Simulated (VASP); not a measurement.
# Ga (Cmce) in VASP: electric field gradients with r2SCAN

Aim: the electric field gradients of Ga with r2SCAN.

Program: VASP 6.6.1. These are calculated values, not measurements. Logs are shortened: lines on timing, memory, paths and dates and some standing lists are left out, and cuts for length are marked.

## 1. The cell of the first run

Symmetry: Cmce, No. 64, orthorhombic system. The conventional cell has a = 4.491 Å, b = 7.599 Å, c = 4.505 Å, α = 90.00°, β = 90.00°, γ = 90.00°. Ga (site symmetry m) has 7 Ga at 2.49 to 2.77 Å within 3.3 Å.

## 2. Electric field gradients, r2SCAN

Contents of POSCAR:

```
Ga
1.0
    2.2455499131     -3.7997433303      0.0000000000
    2.2455499131      3.7997433303      0.0000000000
    0.0000000000      0.0000000000      4.5052537781
Ga
4
Direct
    0.8440116206      0.1559883794      0.0839872892
    0.6559883794      0.3440116206      0.5839872892
    0.1559883794      0.8440116206      0.9160127108
    0.3440116206      0.6559883794      0.4160127108
```

Contents of INCAR.step1:

```
PREC = Accurate
ENCUT = 520
ISMEAR = 0
SIGMA = 0.05
LREAL = F
LASPH = T
NELM = 100
NBANDS = 34
GGA = PE
ALGO = Normal
EDIFF = 1E-4
LWAVE = T
LCHARG = F
```

Contents of INCAR.step2:

```
PREC = Accurate
ENCUT = 520
EDIFF = 1E-8
ISMEAR = 0
SIGMA = 0.05
LREAL = F
LASPH = T
NELM = 100
ALGO = Normal
ISIF = 2
LWAVE = F
LCHARG = F
METAGGA = R2SCAN
LMIXTAU = T
LEFG = T
NBANDS = 34
ISTART = 1
```

Contents of KPOINTS:

```
Automatic mesh
0
Gamma
  10 10 10
```

Potentials or basis: VASP PAW PBE potentials, release 64 (Ga_d).

Launch:

```sh
$ cat potpaw_PBE.64/Ga_d/POTCAR > POTCAR
$ cp INCAR.step1 INCAR
$ mpirun -np 1 vasp_std > vasp.out
$ cp INCAR.step2 INCAR
$ mpirun -np 1 vasp_std > vasp.out
```

OUTCAR:

```text
PREC = Accurate
   ENCUT = 520
   EDIFF = 1E-8
   ISMEAR = 0
   LREAL = F
   LASPH = T
   NELM = 100
   ISIF = 2
   METAGGA = R2SCAN
   ISTART = 1

 ion  position               nearest neighbor table
   1  0.844  0.156  0.084-   3 2.49   2 2.67   2 2.67   4 2.70   4 2.70   3 2.77   3 2.77
   2  0.656  0.344  0.584-   4 2.49   1 2.67   1 2.67   3 2.70   3 2.70   4 2.77   4 2.77
   3  0.156  0.844  0.916-   1 2.49   4 2.67   4 2.67   2 2.70   2 2.70   1 2.77   1 2.77
   4  0.344  0.656  0.416-   2 2.49   3 2.67   3 2.67   1 2.70   1 2.70   2 2.77   2 2.77

  LATTYP: Found a base centered orthorhombic cell.
 ALAT       =     4.4910998262
 B/A-ratio  =     1.6921215192
 C/A-ratio  =     1.0031515558

  Lattice vectors:

 A1 = (   2.2455499131,  -3.7997433303,   0.0000000000)
 A2 = (   2.2455499131,   3.7997433303,   0.0000000000)
 A3 = (   0.0000000000,   0.0000000000,   4.5052537781)

Analysis of symmetry for initial positions (statically):
=====================================================================
 Subroutine PRICEL returns:
 Original cell was already a primitive cell.

 Routine SETGRP: Setting up the symmetry group for a
 base centered orthorhombic supercell.

 Subroutine GETGRP returns: Found  8 space group operations
 (whereof  4 operations were pure point group operations)
 out of a pool of  8 trial point group operations.

The static configuration has the point symmetry C_2h.
 The point group associated with its full space group is D_2h.

Analysis of symmetry for dynamics (positions and initial velocities):
=====================================================================
 Subroutine PRICEL returns:
 Original cell was already a primitive cell.

 Routine SETGRP: Setting up the symmetry group for a
 base centered orthorhombic supercell.

 Subroutine GETGRP returns: Found  8 space group operations
 (whereof  4 operations were pure point group operations)
 out of a pool of  8 trial point group operations.

The dynamic configuration has the point symmetry C_2h.
 The point group associated with its full space group is D_2h.

 Subroutine INISYM returns: Found  8 space group operations
 (whereof  4 operations are pure point group operations),
 and found     1 'primitive' translations

----------------------------------------------------------------------------------------

                                     Primitive cell

  volume of cell :      76.8823

  direct lattice vectors                    reciprocal lattice vectors
     2.245549913 -3.799743330  0.000000000     0.222662608 -0.131587835  0.000000000
     2.245549913  3.799743330  0.000000000     0.222662608  0.131587835  0.000000000
     0.000000000  0.000000000  4.505253778     0.000000000  0.000000000  0.221963079

  length of vectors
     4.413676901  4.413676901  4.505253778     0.258638735  0.258638735  0.221963079

  position of ions in fractional coordinates (direct lattice)
     0.844011621  0.155988379  0.083987289
     0.655988379  0.344011621  0.583987289
     0.155988379  0.844011621  0.916012711
     0.344011621  0.655988379  0.416012711

  ion indices of the primitive-cell ions
   primitive index   ion index
                 1           1
                 2           2
                 3           3
                 4           4

----------------------------------------------------------------------------------------

 KPOINTS: Automatic mesh

Automatic generation of k-mesh.
 Grid dimensions read from file:
 generate k-points for:   10   10   10

 Generating k-lattice:

  Cartesian coordinates                     Fractional coordinates (reciprocal lattice)
     0.022266261 -0.013158784  0.000000000     0.100000000  0.000000000  0.000000000
     0.022266261  0.013158784  0.000000000     0.000000000  0.100000000  0.000000000
     0.000000000  0.000000000  0.022196308     0.000000000  0.000000000  0.100000000

  Length of vectors
     0.025863874  0.025863874  0.022196308

  Shift w.r.t. Gamma in fractional coordinates (k-lattice)
     0.000000000  0.000000000  0.000000000

 Subroutine IBZKPT returns following result:
 ===========================================

 Found    186 irreducible k-points:

 Following reciprocal coordinates:
            Coordinates               Weight
  0.000000  0.000000  0.000000      1.000000
  0.100000  0.000000  0.000000      4.000000
  0.200000  0.000000  0.000000      4.000000
  0.300000  0.000000  0.000000      4.000000
  0.400000  0.000000  0.000000      4.000000
  0.500000  0.000000  0.000000      2.000000
[... 16 lines left out ...]
  0.300000  0.300000  0.000000      2.000000
  0.400000  0.300000  0.000000      4.000000
 [... further k-points ...]
   k-points           NKPTS =    186   k-points in BZ     NKDIM =    186   number of bands    NBANDS=     34
   number of dos      NEDOS =    301   number of ions     NIONS =      4
   total plane-waves  NPLWV =  46656
   dimension x,y,z NGX =    36 NGY =   36 NGZ =   36
   dimension x,y,z NGXF=    72 NGYF=   72 NGZF=   72
   ions per type =               4
   NGX,Y,Z   is equivalent  to a cutoff of  13.56, 13.56, 13.28 a.u.
   NGXF,Y,Z  is equivalent  to a cutoff of  27.12, 27.12, 26.57 a.u.
 SYSTEM =  unknown system
   PREC   = accura    normal or accurate (medium, high low for compatibility)
   ISTART =      1    job   : 0-new  1-cont  2-samecut
   ICHARG =      0    charge: 1-file 2-atom 10-const
   ISPIN  =      1    spin polarized calculation?
   LNONCOLLINEAR =      F non collinear calculations
   LSORBIT =      F    spin-orbit coupling
   LASPH  =      T    aspherical Exc in radial PAW
   ENCUT  =  520.0 eV  38.22 Ry    6.18 a.u.   8.21  8.21  8.38*2*pi/ulx,y,z
   NELM   =    100;   NELMIN=  2; NELMDL=  0     # of ELM steps
   EDIFF  = 0.1E-07   stopping-criterion for ELM
   LREAL  =      F    real-space projection
   EDIFFG = 0.1E-06   stopping-criterion for IOM
   NSW    =      0    number of steps for IOM
   IBRION =     -1    ionic relax: 0-MD 1-quasi-New 2-CG
   NFREE  =      0    steps in history (QN), initial steepest desc. (CG)
   ISIF   =      2    stress and relaxation
   ISYM   =      2    0-nonsym 1-usesym 2-fastsym
   POTIM  = 0.5000    time-step for ionic-motion
   TEBEG  =    0.0;   TEEND  =   0.0 temperature during run
   PSTRESS=    0.0 pullay stress
   NELECT =      52.0000    total number of electrons
   NUPDOWN=      -1.0000    fix difference up-down
   EMIN   =  10.00;   EMAX   =-10.00  energy-range for DOS
   EFERMI =   0.00;   METHOD = LEGACY
   ISMEAR =     0;   SIGMA  =   0.05  broadening in eV -4-tet -1-fermi 0-gaus
   EFERMI_NEDOS =   21; number of points for ismear=-14 and -15
   IALGO  =     38    algorithm
   IMIX   =      4    mixing-type and parameters
     AMIX     =   0.40;   BMIX     =  1.00
     AMIX_MAG =   1.60;   BMIX_MAG =  1.00
  volume/ion in A,a.u.               =      19.22       129.71
  Fermi-wavevector in a.u.,A,eV,Ry     =   1.437035  2.715601 28.096959  2.065068
  Thomas-Fermi vector in A             =   2.556157
   LORBIT       =      0    0 simple, 1 ext, 2 COOP (PROOUT), +10 PAW based schemes
   METAGGA = R2SCAN    functional components
   LHFCALC =     F    Hartree Fock is set to
   AEXX    =    0.0000 exact exchange contribution
   IVDW    =     0    specifies the selected vdW correction
   LEPSILON=     F    determine dielectric tensor
   LRPA    =     F    only Hartree local field effects (RPA)
 non-spin polarized calculation
 Gauss-broadening in eV      SIGMA  =   0.05
  energy-cutoff  :      520.00
  volume of cell :       76.88
 maximum number of plane-waves:      2091
 NGX is ok and might be reduce to    36
   NGX = 17   NGY = 17   NGZ = 17

 number of electron      52.0000012 magnetization

 Free energy of the ion-electron system (eV)
  ---------------------------------------------------
  ext. energy  EPLUGINS =         0.00000000
  ---------------------------------------------------
  free energy    TOTEN  =       -45.76732416 eV

  energy without entropy =      -45.76633607  energy(sigma->0) =      -45.76683011

 E-fermi :   5.0403     XC(G=0): -11.7584

 val. band max:        5.0323169842   @ k =  -0.2000   0.2000   0.4000
 cond. band min:       5.0457086550   @ k =  -0.2000   0.2000   0.2000
 fundamental gap:      0.0133916709
 Fermi energy:         5.0402666361

 k-point     1 :       0.0000    0.0000    0.0000
  band No.  band energies     occupation
      1     -10.6206      2.00000
      2     -10.6121      2.00000
      3     -10.5738      2.00000
      4     -10.5573      2.00000
      5     -10.5366      2.00000
      6     -10.5168      2.00000
[... 26 lines left out ...]
     33      12.3354      0.00000
     34      12.9127      0.00000

 k-point     2 :       0.1000    0.0000    0.0000
  band No.  band energies     occupation
      1     -10.6231      2.00000
      2     -10.6074      2.00000
      3     -10.5770      2.00000
      4     -10.5616      2.00000
      5     -10.5289      2.00000
      6     -10.5135      2.00000
[... 26 lines left out ...]
     33      12.4314      0.00000
     34      13.0991      0.00000

 k-point     3 :       0.2000    0.0000    0.0000
  band No.  band energies     occupation
      1     -10.6256      2.00000
      2     -10.5945      2.00000
      3     -10.5865      2.00000
      4     -10.5711      2.00000
      5     -10.5207      2.00000
      6     -10.4942      2.00000
[... 26 lines left out ...]
     33      11.8088      0.00000
     34      12.8159      0.00000
[... 704 lines left out ...]
 k-point    23 :       0.3000    0.3000    0.0000
  band No.  band energies     occupation
      1     -10.6600      2.00000
      2     -10.6203      2.00000
      3     -10.5941      2.00000
      4     -10.5523      2.00000
      5     -10.5434      2.00000
      6     -10.4639      2.00000
[... 26 lines left out ...]
     33      14.8197      0.00000
     34      15.0090      0.00000

 k-point    24 :       0.4000    0.3000    0.0000
  band No.  band energies     occupation
      1     -10.6644      2.00000
      2     -10.6326      2.00000
      3     -10.5969      2.00000
      4     -10.5381      2.00000
      5     -10.5264      2.00000
      6     -10.4999      2.00000
[... 26 lines left out ...]
     33      14.8025      0.00000
     34      15.0225      0.00000

 [... further k-points ...]

------------------------ aborting loop because EDIFF is reached ----------------------------------------

  FORCE on cell =-STRESS in cart. coord.  units (eV):
  Direction    XX          YY          ZZ          XY          YZ          ZX
  --------------------------------------------------------------------------------------
  -------------------------------------------------------------------------------------
  Total        0.0326634      0.0400110      0.0073668      0.0000000     -0.0000000      0.0000000
  in kB        0.6806847      0.8338043      0.1535203      0.0000000     -0.0000000      0.0000000
  external PRESSURE =       0.5560031 kB  Pullay stress =       0.0000000 kB

 VOLUME and BASIS-vectors are now :
 -----------------------------------------------------------------------------
  energy-cutoff  :      520.00
  volume of cell :       76.88
      direct lattice vectors                 reciprocal lattice vectors
     2.245549913 -3.799743330  0.000000000     0.222662608 -0.131587835  0.000000000
     2.245549913  3.799743330  0.000000000     0.222662608  0.131587835  0.000000000
     0.000000000  0.000000000  4.505253778     0.000000000  0.000000000  0.221963079

 POSITION                                       TOTAL-FORCE (eV/Angst)
 -----------------------------------------------------------------------------------
      2.24555     -2.61431      0.37838         0.000000     -0.009141      0.009598
      2.24555     -1.18543      2.63101         0.000000      0.009141      0.009598
      2.24555      2.61431      4.12687         0.000000      0.009141     -0.009598
      2.24555      1.18543      1.87424         0.000000     -0.009141     -0.009598
 -----------------------------------------------------------------------------------
    total drift:                                0.000000     -0.000000     -0.000000

  FREE ENERGIE OF THE ION-ELECTRON SYSTEM (eV)
  ---------------------------------------------------
  free  energy   TOTEN  =       -45.7673241561 eV

  energy  without entropy=      -45.7663360707  energy(sigma->0) =      -45.76683011

 Electric field gradients (V/A^2)
---------------------------------------------------------------------
 ion       V_xx      V_yy      V_zz      V_xy      V_xz      V_yz
---------------------------------------------------------------------
   1      26.744   -33.265     6.521    -0.000    -0.000   -26.081
   2      26.744   -33.265     6.521     0.000     0.000    26.081
   3      26.744   -33.265     6.521     0.000    -0.000   -26.081
   4      26.744   -33.265     6.521    -0.000    -0.000    26.081
---------------------------------------------------------------------

 Electric field gradients after diagonalization (V/A^2)
 (convention: |V_zz| > |V_xx| > |V_yy|)
----------------------------------------------------------------------
 ion       V_xx      V_yy      V_zz     asymmetry (V_yy - V_xx)/ V_zz
----------------------------------------------------------------------
   1      26.744    19.429   -46.173       0.158
   2      26.744    19.429   -46.173       0.158
   3      26.744    19.429   -46.173       0.158
   4      26.744    19.429   -46.173       0.158
----------------------------------------------------------------------

           NMR quadrupolar parameters

 Cq : quadrupolar parameter    Cq=e*Q*V_zz/h
 eta: asymmetry parameters     (V_yy - V_xx)/ V_zz
 Q  : nuclear electric quadrupole moment in mb (millibarn)
----------------------------------------------------------------------
 ion       Cq(MHz)       eta       Q (mb)
----------------------------------------------------------------------
   1      -0.112       0.158       1.000
   2      -0.112       0.158       1.000
   3      -0.112       0.158       1.000
   4      -0.112       0.158       1.000
----------------------------------------------------------------------
```

It took 80 min on 1 thread of Oxide Virtual Turin-like, shared host; peak memory 0.43 GiB.

Results:

* Free energy: -45.7673 eV
* Pressure: 0.1 GPa
* Largest force: 0.013 eV/Å
* Band gap on the k mesh: zero (bands 26 and 27 overlap by 1.31 eV)
* Largest electric field gradient by atom: Ga -46.2 V/Å²

Forces in eV/Å, atoms in the order of the input:
```
Ga   0.000 -0.009  0.010
Ga   0.000  0.009  0.010
Ga   0.000  0.009 -0.010
Ga   0.000 -0.009 -0.010
```

Electric field gradients, principal values (V/Å²):
```csv
atom,least,middle,greatest (by size)
1 Ga,19.429,26.744,-46.173
2 Ga,19.429,26.744,-46.173
3 Ga,19.429,26.744,-46.173
4 Ga,19.429,26.744,-46.173
```

Caveat: without QUAD_EFG the Cq values of the log hold for a quadrupole moment of 1 mb, not for the nuclei; the PAW data sets were made with another functional, which shifts forces and pressure a little.
